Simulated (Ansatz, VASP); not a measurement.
**Si3IrRu in VASP and in Ansatz**

```
Si Ru Ir
1.0
    -1.96022    1.96022    5.19828
     1.96022   -1.96022    5.19828
     1.96022    1.96022   -5.19828
Si Ru Ir
3 1 1
Direct
  0.28171 0.78171 0.50000
  0.78171 0.28171 0.50000
  0.43286 0.43286 0.00000
  0.92815 0.92815 0.00000
  0.65556 0.65556 0.00000
```

Alike in both runs: functional PBE; k mesh 6 × 6 × 6; occupations gaussian, width 0.2 eV; no spin polarisation.

Ansatz relaxed the structure, and its values are those at the end. VASP's run is a single point on that final structure, the one shown.

|  | VASP | Ansatz |
| --- | --- | --- |
| version | VASP 6.6.1 | Ansatz 0.2.0 |
| potentials or method | VASP PAW PBE potentials, release 64 (Si, Ru_pv, Ir), cutoff 500 eV | scalar-relativistic, plane waves, PAW |
| valence electrons in the cell | 35 | 45 |

|  | VASP | Ansatz | Ansatz less VASP |
| --- | --- | --- | --- |
| gap on the k mesh at the Fermi level (eV) | none | none | - |
| pressure (GPa) | 0.3 | 0.0 | -0.27 |
| rms of the force components (eV/Å) | 0.011 | 0.007 | -0.0043 |

A gap of «none» marks a metal or a gap that the smearing closes. The functional is the same, so the differences come from potentials, cutoffs and numerics. VASP's potentials hold 35 valence electrons a cell and Ansatz's 45, so a difference there can come from the potentials and not from the codes.

The k mesh is coarse, so the values compare programs but aren't converged. Spin-orbit coupling is off throughout.
